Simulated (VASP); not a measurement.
# I (Cmce) in VASP: a series of runs

Runs on I. Level: PBE+D3(BJ). Tasks: single point.

Everything below comes from runs of VASP 6.6.1. Logs are shortened: lines on timing, memory, paths and dates and some standing lists are left out, and cuts for length are marked.

## 1. The cell of the first run

It takes space group Cmce (No. 64, orthorhombic). The conventional cell has a = 6.809 Å, b = 4.320 Å, c = 9.503 Å, α = 90.00°, β = 90.00°, γ = 90.00°. I (site symmetry m) has 4 I at 2.82 to 3.61 Å within 3.7 Å.

## 2. Single point, PBE+D3(BJ) (34.94 Å³/atom)

The input, INCAR:

```
PREC     = Accurate       # precision mode
ENCUT    = 520            # plane-wave cutoff, eV
EDIFF    = 1E-6           # SCF threshold, eV
ISMEAR   = 0              # smearing method
SIGMA    = 0.02           # smearing width, eV
LREAL    = False          # projectors in reciprocal space
LASPH    = True           # aspherical terms in the spheres
NELM     = 80             # most SCF steps
ALGO     = Normal         # electronic algorithm
ISIF     = 2              # what is computed and relaxed
LWAVE    = False          # write WAVECAR
LCHARG   = False          # write CHGCAR
GGA      = PE             # functional
IVDW     = 12             # dispersion correction
NBANDS   = 22             # bands
```

The input, KPOINTS:

```
regular mesh
0
Gamma
  8 8 4
```

The input, POSCAR:

```
I
1.0
    3.4043745709     -2.1599300859      0.0000000000
    3.4043745709      2.1599300859      0.0000000000
    0.0000000000      0.0000000000      9.5032707717
I
4
Direct
    0.8183023529      0.1816976471      0.8769444906
    0.3183023529      0.6816976471      0.6230555094
    0.1816976471      0.8183023529      0.1230555094
    0.6816976471      0.3183023529      0.3769444906
```

Potentials or basis: VASP PAW PBE potentials, release 64 (I).

Started as:

```console
$ cat potpaw_PBE.64/I/POTCAR > POTCAR
$ mpirun -np 1 vasp_std > vasp.out
```

OUTCAR:

```text
PREC = Accurate
   ENCUT = 520
   EDIFF = 1E-6
   ISMEAR = 0
   LREAL = False
   LASPH = True
   NELM = 80
   ISIF = 2
   GGA = PE
   IVDW = 12
 IVDW          = 12

 ion  position               nearest neighbor table
   1  0.818  0.182  0.877-   3 2.82   2 3.24   2 3.24
   2  0.318  0.682  0.623-   4 2.82   1 3.24   1 3.24
   3  0.182  0.818  0.123-   1 2.82   4 3.24   4 3.24
   4  0.682  0.318  0.377-   2 2.82   3 3.24   3 3.24

  LATTYP: Found a base centered orthorhombic cell.
 ALAT       =     4.3198601718
 B/A-ratio  =     1.5761503546
 C/A-ratio  =     2.1999024028

  Lattice vectors:

 A1 = (  -3.4043745709,  -2.1599300859,   0.0000000000)
 A2 = (   3.4043745709,  -2.1599300859,   0.0000000000)
 A3 = (   0.0000000000,   0.0000000000,   9.5032707717)

Analysis of symmetry for initial positions (statically):
=====================================================================
 Subroutine PRICEL returns:
 Original cell was already a primitive cell.

 Routine SETGRP: Setting up the symmetry group for a
 base centered orthorhombic supercell.

 Subroutine GETGRP returns: Found  8 space group operations
 (whereof  4 operations were pure point group operations)
 out of a pool of  8 trial point group operations.

The static configuration has the point symmetry C_2h.
 The point group associated with its full space group is D_2h.

Analysis of symmetry for dynamics (positions and initial velocities):
=====================================================================
 Subroutine PRICEL returns:
 Original cell was already a primitive cell.

 Routine SETGRP: Setting up the symmetry group for a
 base centered orthorhombic supercell.

 Subroutine GETGRP returns: Found  8 space group operations
 (whereof  4 operations were pure point group operations)
 out of a pool of  8 trial point group operations.

The dynamic configuration has the point symmetry C_2h.
 The point group associated with its full space group is D_2h.

 Subroutine INISYM returns: Found  8 space group operations
 (whereof  4 operations are pure point group operations),
 and found     1 'primitive' translations

----------------------------------------------------------------------------------------

                                     Primitive cell

  volume of cell :     139.7591

  direct lattice vectors                    reciprocal lattice vectors
     3.404374571 -2.159930086  0.000000000     0.146869855 -0.231488974  0.000000000
     3.404374571  2.159930086  0.000000000     0.146869855  0.231488974  0.000000000
     0.000000000  0.000000000  9.503270772     0.000000000  0.000000000  0.105226929

  length of vectors
     4.031756961  4.031756961  9.503270772     0.274149411  0.274149411  0.105226929

  position of ions in fractional coordinates (direct lattice)
     0.818302353  0.181697647  0.876944491
     0.318302353  0.681697647  0.623055509
     0.181697647  0.818302353  0.123055509
     0.681697647  0.318302353  0.376944491

  ion indices of the primitive-cell ions
   primitive index   ion index
                 1           1
                 2           2
                 3           3
                 4           4

----------------------------------------------------------------------------------------

 KPOINTS: regular mesh

Automatic generation of k-mesh.
 Grid dimensions read from file:
 generate k-points for:    8    8    4

 Generating k-lattice:

  Cartesian coordinates                     Fractional coordinates (reciprocal lattice)
     0.018358732 -0.028936122  0.000000000     0.125000000  0.000000000  0.000000000
     0.018358732  0.028936122  0.000000000     0.000000000  0.125000000  0.000000000
     0.000000000  0.000000000  0.026306732     0.000000000  0.000000000  0.250000000

  Length of vectors
     0.034268676  0.034268676  0.026306732

  Shift w.r.t. Gamma in fractional coordinates (k-lattice)
     0.000000000  0.000000000  0.000000000

 Subroutine IBZKPT returns following result:
 ===========================================

 Found     63 irreducible k-points:

 Following reciprocal coordinates:
            Coordinates               Weight
  0.000000  0.000000  0.000000      1.000000
  0.125000  0.000000  0.000000      4.000000
  0.250000  0.000000  0.000000      4.000000
  0.375000  0.000000  0.000000      4.000000
  0.500000  0.000000  0.000000      2.000000
  0.125000  0.125000  0.000000      2.000000
[... 16 lines left out ...]
  0.125000  0.000000  0.250000      8.000000
  0.250000  0.000000  0.250000      8.000000
 [... further k-points ...]
   k-points           NKPTS =     63   k-points in BZ     NKDIM =     63   number of bands    NBANDS=     22
   number of dos      NEDOS =    301   number of ions     NIONS =      4
   total plane-waves  NPLWV =  64800
   dimension x,y,z NGX =    30 NGY =   30 NGZ =   72
   dimension x,y,z NGXF=    60 NGYF=   60 NGZF=  144
   ions per type =               4
   NGX,Y,Z   is equivalent  to a cutoff of  12.37, 12.37, 12.60 a.u.
   NGXF,Y,Z  is equivalent  to a cutoff of  24.74, 24.74, 25.19 a.u.
 SYSTEM =  unknown system
   PREC   = accura    normal or accurate (medium, high low for compatibility)
   ISTART =      0    job   : 0-new  1-cont  2-samecut
   ICHARG =      2    charge: 1-file 2-atom 10-const
   ISPIN  =      1    spin polarized calculation?
   LNONCOLLINEAR =      F non collinear calculations
   LSORBIT =      F    spin-orbit coupling
   LASPH  =      T    aspherical Exc in radial PAW
   ENCUT  =  520.0 eV  38.22 Ry    6.18 a.u.   7.50  7.50 17.67*2*pi/ulx,y,z
   NELM   =     80;   NELMIN=  2; NELMDL= -5     # of ELM steps
   EDIFF  = 0.1E-05   stopping-criterion for ELM
   LREAL  =      F    real-space projection
   EDIFFG = 0.1E-04   stopping-criterion for IOM
   NSW    =      0    number of steps for IOM
   IBRION =     -1    ionic relax: 0-MD 1-quasi-New 2-CG
   NFREE  =      0    steps in history (QN), initial steepest desc. (CG)
   ISIF   =      2    stress and relaxation
   ISYM   =      2    0-nonsym 1-usesym 2-fastsym
   POTIM  = 0.5000    time-step for ionic-motion
   TEBEG  =    0.0;   TEEND  =   0.0 temperature during run
   PSTRESS=    0.0 pullay stress
   NELECT =      28.0000    total number of electrons
   NUPDOWN=      -1.0000    fix difference up-down
   EMIN   =  10.00;   EMAX   =-10.00  energy-range for DOS
   EFERMI =   0.00;   METHOD = LEGACY
   ISMEAR =     0;   SIGMA  =   0.02  broadening in eV -4-tet -1-fermi 0-gaus
   EFERMI_NEDOS =   21; number of points for ismear=-14 and -15
   IALGO  =     38    algorithm
   IMIX   =      4    mixing-type and parameters
     AMIX     =   0.40;   BMIX     =  1.00
     AMIX_MAG =   1.60;   BMIX_MAG =  1.00
  volume/ion in A,a.u.               =      34.94       235.79
  Fermi-wavevector in a.u.,A,eV,Ry     =   0.957931  1.810227 12.485133  0.917631
  Thomas-Fermi vector in A             =   2.086993
   LORBIT       =      0    0 simple, 1 ext, 2 COOP (PROOUT), +10 PAW based schemes
   GGA     = PE    functional components
   LHFCALC =     F    Hartree Fock is set to
   AEXX    =    0.0000 exact exchange contribution
   IVDW    =    12    specifies the selected vdW correction
   LEPSILON=     F    determine dielectric tensor
   LRPA    =     F    only Hartree local field effects (RPA)
 non-spin polarized calculation
 Gauss-broadening in eV      SIGMA  =   0.02
  energy-cutoff  :      520.00
  volume of cell :      139.76
 maximum number of plane-waves:      3796
 NGX is ok and might be reduce to    30
   NGX = 15   NGY = 15   NGZ = 35

 number of electron      28.0000001 magnetization

 Free energy of the ion-electron system (eV)
  ---------------------------------------------------
  ext. energy  EPLUGINS =         0.00000000
  ---------------------------------------------------
  free energy    TOTEN  =        -5.63042778 eV

  energy without entropy =       -5.63042778  energy(sigma->0) =       -5.63042778

 E-fermi :   4.9200     XC(G=0):  -8.9833

 val. band max:        4.7740180407   @ k =   0.5000   0.0000   0.5000
 cond. band min:       5.4150724952   @ k =   0.5000   0.3750   0.0000
 fundamental gap:      0.6410544545
 Fermi energy:         4.9200468686

 k-point     1 :       0.0000    0.0000    0.0000
  band No.  band energies     occupation
      1      -9.4451      2.00000
      2      -8.4507      2.00000
      3      -7.8789      2.00000
      4      -6.0879      2.00000
      5      -0.3672      2.00000
      6       1.6287      2.00000
[... 14 lines left out ...]
     21      11.7277      0.00000
     22      12.3343      0.00000

 k-point     2 :       0.1250    0.0000    0.0000
  band No.  band energies     occupation
      1      -9.3468      2.00000
      2      -8.3980      2.00000
      3      -7.8048      2.00000
      4      -6.1584      2.00000
      5      -0.3046      2.00000
      6       1.4027      2.00000
[... 14 lines left out ...]
     21      11.6329      0.00000
     22      11.9306      0.00000

 k-point     3 :       0.2500    0.0000    0.0000
  band No.  band energies     occupation
      1      -9.0709      2.00000
      2      -8.2766      2.00000
      3      -7.6041      2.00000
      4      -6.3736      2.00000
      5      -0.2692      2.00000
      6       0.5472      2.00000
[... 14 lines left out ...]
     21      12.1372      0.00000
     22      12.8777      0.00000

 k-point     4 :       0.3750    0.0000    0.0000
  band No.  band energies     occupation
      1      -8.6856      2.00000
      2      -8.2028      2.00000
      3      -7.3344      2.00000
      4      -6.7021      2.00000
      5      -0.5197      2.00000
      6      -0.2643      2.00000
[... 14 lines left out ...]
     21      12.7112      0.00000
     22      13.4384      0.00000

 k-point     5 :       0.5000    0.0000    0.0000
  band No.  band energies     occupation
      1      -8.3365      2.00000
      2      -8.3365      2.00000
      3      -7.0396      2.00000
      4      -7.0396      2.00000
      5      -0.6354      2.00000
      6      -0.6354      2.00000
[... 14 lines left out ...]
     21      13.1665      0.00000
     22      13.1665      0.00000

 k-point     6 :       0.1250    0.1250    0.0000
  band No.  band energies     occupation
      1      -9.3645      2.00000
      2      -8.3865      2.00000
      3      -7.8083      2.00000
      4      -6.0652      2.00000
      5      -0.2925      2.00000
      6       1.5294      2.00000
[... 14 lines left out ...]
     21      11.9355      0.00000
     22      12.1482      0.00000

 k-point     7 :       0.2500    0.1250    0.0000
  band No.  band energies     occupation
      1      -9.1981      2.00000
      2      -8.2857      2.00000
      3      -7.6773      2.00000
      4      -6.1309      2.00000
      5      -0.1887      2.00000
      6       1.2262      2.00000
[... 324 lines left out ...]
      6       0.2506      2.00000
[... 14 lines left out ...]
     21      13.1152      0.00000
     22      13.1319      0.00000

 k-point    21 :       0.5000    0.5000    0.0000
  band No.  band energies     occupation
      1      -8.8249      2.00000
      2      -7.9720      2.00000
      3      -7.3465      2.00000
      4      -5.9313      2.00000
      5       0.1163      2.00000
      6       0.1887      2.00000
[... 14 lines left out ...]
     21      12.7302      0.00000
     22      13.5284      0.00000

 k-point    22 :       0.0000    0.0000    0.2500
  band No.  band energies     occupation
      1      -9.3651      2.00000
      2      -8.7626      2.00000
      3      -7.4695      2.00000
      4      -6.3094      2.00000
      5      -0.0914      2.00000
      6       1.3116      2.00000
[... 14 lines left out ...]
     21      11.3945      0.00000
     22      11.9284      0.00000

 k-point    23 :       0.1250    0.0000    0.2500
  band No.  band energies     occupation
      1      -9.2689      2.00000
      2      -8.6882      2.00000
      3      -7.4269      2.00000
      4      -6.3563      2.00000
      5      -0.1104      2.00000
      6       0.9699      2.00000
[... 14 lines left out ...]
     21      11.6599      0.00000
     22      11.8162      0.00000

 k-point    24 :       0.2500    0.0000    0.2500
  band No.  band energies     occupation
      1      -9.0009      2.00000
      2      -8.4970      2.00000
      3      -7.3247      2.00000
      4      -6.5129      2.00000
      5      -0.2278      2.00000
      6       0.3752      2.00000
[... 14 lines left out ...]
     21      11.8804      0.00000
     22      12.3588      0.00000

 [... further k-points ...]

------------------------ aborting loop because EDIFF is reached ----------------------------------------

 Edisp (eV)   -1.50938

 E8    (eV) :    -0.6774

  FORCE on cell =-STRESS in cart. coord.  units (eV):
  Direction    XX          YY          ZZ          XY          YZ          ZX
  --------------------------------------------------------------------------------------
  -------------------------------------------------------------------------------------
  Total       2.08674     1.99196     1.93654     0.00000     0.00000     0.00000
  in kB      23.92211    22.83547    22.20024     0.00000     0.00000     0.00000
  external pressure =       22.99 kB  Pullay stress =        0.00 kB

 VOLUME and BASIS-vectors are now :
 -----------------------------------------------------------------------------
  energy-cutoff  :      520.00
  volume of cell :      139.76
      direct lattice vectors                 reciprocal lattice vectors
     3.404374571 -2.159930086  0.000000000     0.146869855 -0.231488974  0.000000000
     3.404374571  2.159930086  0.000000000     0.146869855  0.231488974  0.000000000
     0.000000000  0.000000000  9.503270772     0.000000000  0.000000000  0.105226929

 POSITION                                       TOTAL-FORCE (eV/Angst)
 -----------------------------------------------------------------------------------
      3.40437     -1.37502      8.33384         0.000000     -0.008501      0.012496
      3.40437      0.78491      5.92107         0.000000     -0.008501     -0.012496
      3.40437      1.37502      1.16943         0.000000      0.008501     -0.012496
      3.40437     -0.78491      3.58221         0.000000      0.008501      0.012496
 -----------------------------------------------------------------------------------
    total drift:                               -0.000000      0.000000     -0.000000

  FREE ENERGIE OF THE ION-ELECTRON SYSTEM (eV)
  ---------------------------------------------------
  free  energy   TOTEN  =        -7.1398088804 eV

  energy  without entropy=       -7.1398088804  energy(sigma->0) =       -7.13980888
```

Wall time 63 s (1 thread of Intel Xeon 6975P-C (Granite Rapids), shared host); peak memory 0.33 GiB.

What came out:

```
Free energy                : -7.1398 eV
Pressure                   : 2.3 GPa
Largest force              : 0.015 eV/Å
Band gap on the k mesh     : 0.64 eV (least direct gap 1.04 eV)
Dispersion energy per atom : -0.377 eV
```

Forces in eV/Å, atoms in the order of the input:
```
I    0.000 -0.009  0.012
I    0.000 -0.009 -0.012
I    0.000  0.009 -0.012
I    0.000  0.009  0.012
```

Stress tensor (GPa, compression positive):
```
2.39 0.00 0.00
0.00 2.28 0.00
0.00 0.00 2.22
```

Caveat: spin-orbit coupling is left out, which moves the levels of the heavy elements. A k mesh can miss the band edges.

## 3. Single point, PBE+D3(BJ) (36.13 Å³/atom)

This run uses another cell than the first one, of 36.13 Å³/atom.

The input, INCAR:

```
SYSTEM = I
PREC = Accurate
ENCUT = 520
EDIFF = 1E-6
ISMEAR = 0
SIGMA = 0.02
LREAL = .False.
LASPH = .True.
NELM = 100
ALGO = Normal
ISIF = 2
LWAVE = .False.
LCHARG = .False.
GGA = PE
IVDW = 12
NBANDS = 22
```

The input, KPOINTS:

```
regular mesh
0
Gamma
  8 8 4
  0 0 0
```

The input, POSCAR:

```
I
1.0
    3.4682834795     -2.1822454798      0.0000000000
    3.4682834795      2.1822454798      0.0000000000
    0.0000000000      0.0000000000      9.5475219535
I
4
Direct
    0.8214580771      0.1785419229      0.8770395253
    0.3214580771      0.6785419229      0.6229604747
    0.1785419229      0.8214580771      0.1229604747
    0.6785419229      0.3214580771      0.3770395253
```

Potentials or basis: VASP PAW PBE potentials, release 64 (I).

Started as:

```console
$ cat potpaw_PBE.64/I/POTCAR > POTCAR
$ mpirun -np 1 vasp_std > vasp.out
```

It took 65 s on 1 thread of Intel Xeon 6975P-C (Granite Rapids), shared host; peak memory 0.33 GiB.

It converged, with:

```yaml
Free_energy: -7.1975 eV
Pressure: 1.5 GPa
Largest_force: 0.022 eV/Å
Band_gap_on_the_k_mesh: 0.70 eV (least direct gap 1.10 eV)
Dispersion_energy_per_atom: -0.364 eV
```

Forces in eV/Å, atoms in the order of the input:
```
I    0.000 -0.008  0.020
I    0.000 -0.008 -0.020
I    0.000  0.008 -0.020
I    0.000  0.008  0.020
```

Stress tensor (GPa, compression positive):
```
1.59 0.00 0.00
0.00 1.49 0.00
0.00 0.00 1.43
```

Levels at points of the mesh, in eV from the valence-band top:
| k point | band 11 | band 12 | band 13 | band 14 | band 15 | band 16 | band 17 | band 18 |
| --- | --- | --- | --- | --- | --- | --- | --- | --- |
| (0.00, 0.00, 0.00) | -0.96 | -0.80 | -0.32 | -0.06 | 1.16 | 1.97 | 4.48 | 5.51 |
| (0.50, 0.00, 0.00) | -1.62 | -1.62 | -0.93 | -0.93 | 2.21 | 2.21 | 4.99 | 4.99 |
| (0.50, 0.50, 0.00) | -1.94 | -1.80 | -1.37 | -0.74 | 0.81 | 1.50 | 4.24 | 5.33 |
| (0.00, 0.00, 0.50) | -0.72 | -0.72 | -0.16 | -0.16 | 1.19 | 1.19 | 5.36 | 5.36 |
| (0.50, 0.00, 0.50) | -1.22 | -1.22 | 0.00 | 0.00 | 1.10 | 1.10 | 5.51 | 5.51 |
| (0.50, 0.50, 0.50) | -1.62 | -1.62 | -1.26 | -1.26 | 0.81 | 0.81 | 5.32 | 5.32 |

Caveat: spin-orbit coupling is left out, which moves the levels of the heavy elements.

## 4. Single point, PBE+D3(BJ) (37.32 Å³/atom)

This run uses another cell than the first one, of 37.32 Å³/atom.

The input, INCAR:

```
SYSTEM = I
  ALGO = Normal
  EDIFF = 1E-6
  ENCUT = 520
  GGA = PE
  ISIF = 2
  ISMEAR = 0
  IVDW = 12
  LASPH = .TRUE.
  LCHARG = .FALSE.
  LREAL = .FALSE.
  LWAVE = .FALSE.
  NBANDS = 22
  NELM = 100
  PREC = Accurate
  SIGMA = 0.02
```

The input, KPOINTS:

```
k-points
0
G
  8 8 4
  0 0 0
```

The input, POSCAR:

```
I
1.0
    3.5367595023     -2.2021155599      0.0000000000
    3.5367595023      2.2021155599      0.0000000000
    0.0000000000      0.0000000000      9.5840634913
I
4
Direct
    0.8238803677      0.1761196323      0.8772958377
    0.3238803677      0.6761196323      0.6227041623
    0.1761196323      0.8238803677      0.1227041623
    0.6761196323      0.3238803677      0.3772958377
```

Started as:

```console
$ cat potpaw_PBE.64/I/POTCAR > POTCAR
$ mpirun -np 1 vasp_std > vasp.out
```

Run time: 59 s. Hardware: 1 thread of Intel Xeon 6975P-C (Granite Rapids), shared host; peak memory 0.34 GiB.

The run converged. Its results:

| Property | Result |
| --- | --- |
| Free energy | -7.2340 eV |
| Pressure | 0.9 GPa |
| Largest force | 0.013 eV/Å |
| Band gap on the k mesh | 0.75 eV (least direct gap 1.14 eV) |
| Dispersion energy per atom | -0.351 eV |

Forces in eV/Å, atoms in the order of the input:
```
I    0.000 -0.009  0.009
I    0.000 -0.009 -0.009
I    0.000  0.009 -0.009
I    0.000  0.009  0.009
```

Levels at points of the mesh, in eV from the valence-band top:
| k point | band 11 | band 12 | band 13 | band 14 | band 15 | band 16 | band 17 | band 18 |
| --- | --- | --- | --- | --- | --- | --- | --- | --- |
| (0.00, 0.00, 0.00) | -0.92 | -0.86 | -0.35 | -0.05 | 1.14 | 1.95 | 4.58 | 5.40 |
| (0.50, 0.00, 0.00) | -1.62 | -1.62 | -0.90 | -0.90 | 2.19 | 2.19 | 5.05 | 5.05 |
| (0.50, 0.50, 0.00) | -1.89 | -1.73 | -1.26 | -0.65 | 0.85 | 1.54 | 4.38 | 5.48 |
| (0.00, 0.00, 0.50) | -0.76 | -0.76 | -0.17 | -0.17 | 1.20 | 1.20 | 5.45 | 5.45 |
| (0.50, 0.00, 0.50) | -1.15 | -1.15 | 0.00 | 0.00 | 1.14 | 1.14 | 5.55 | 5.55 |
| (0.50, 0.50, 0.50) | -1.49 | -1.49 | -1.23 | -1.23 | 0.87 | 0.87 | 5.43 | 5.43 |

Caveat: spin-orbit coupling is left out, which moves the levels of the heavy elements.

(Continued in part 2 of 2.)
